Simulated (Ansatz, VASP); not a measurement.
**One calculation of Ba, two programs**

```
CELL_PARAMETERS angstrom
-2.60000 2.60000 2.30000
2.60000 -2.60000 2.30000
2.60000 2.60000 -2.30000
ATOMIC_POSITIONS crystal
Ba 0.00000 0.00000 0.00000
```

Change from the starting cell: strain +0.040 along x and y, -0.080 along z, atoms carried along.

Alike in both runs: task single point; functional LDA; k mesh 14 × 14 × 14; occupations gaussian, width 0.15 eV; no spin polarisation.

```csv
,VASP,Ansatz
version,VASP 6.6.1,Ansatz 0.2.0
potentials or method,"VASP PAW LDA potentials, release 64 (Ba_sv), cutoff 520 eV","scalar-relativistic, plane waves, PAW"
valence electrons in the cell,10,10
```

VASP gave:

- gap on the k mesh at the Fermi level (eV): none
- pressure (GPa): -1.1
- traceless stress, the component that is largest in VASP (GPa): 0.47

Question: Estimate Ansatz's values.

Answer: gap on the k mesh at the Fermi level (eV): none; pressure (GPa): -1.2; traceless stress, the component that is largest in VASP (GPa): 0.47.

LDA's correlation is that of Perdew and Zunger in VASP and of Perdew and Wang (1992) in Ansatz. A gap of «none» marks a metal or a gap that the smearing closes.

Spin-orbit coupling is off throughout.
